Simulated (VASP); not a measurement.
# Li2S: single point with PBE

Li2S:

```
Li S
1.0
     0.00000    2.84450    2.84450
     2.84450    0.00000    2.84450
     2.84450    2.84450    0.00000
Li S
2 1
Direct
  0.25000 0.25000 0.25000
  0.75000 0.75000 0.75000
  0.00000 0.00000 0.00000
```

```yaml
Program: VASP 6.6.1
Task: single point
Functional: PBE
Potentials_or_basis: VASP PAW PBE potentials, release 64 (Li_sv, S)
Cutoff: 750 eV
k_mesh: 8 × 8 × 8
Occupations: fermi-dirac, width 0.02 eV
Spin: no spin polarisation
Dipole_correction: no
Further_INCAR_settings: ALGO = Normal; EDIFF = 1e-06; NBANDS = 13
```

* Pressure: 0.2 GPa
* Band gap on the k mesh: 3.39 eV (least direct gap 4.29 eV)

Levels at points of the mesh, in eV from the valence-band top:
```
           k point  band 4  band 5  band 6  band 7  band 8  band 9
(0.00, 0.00, 0.00)    0.00    0.00    0.00    4.29    6.23    6.23
(0.50, 0.00, 0.00)   -2.89   -0.51   -0.51    6.13    6.58    6.58
(0.50, 0.50, 0.00)   -2.18   -1.43   -1.43    3.39    7.10   11.13
```

It took 37 s on 1 thread of Intel(R) Xeon(R) Platinum 8259CL CPU @ 2.50GHz (Skylake/Cascade Lake), with other jobs on the host, peak memory 0.2 GiB.

A k mesh can miss the band edges. As with any semilocal functional, this PBE gap is likely too small.
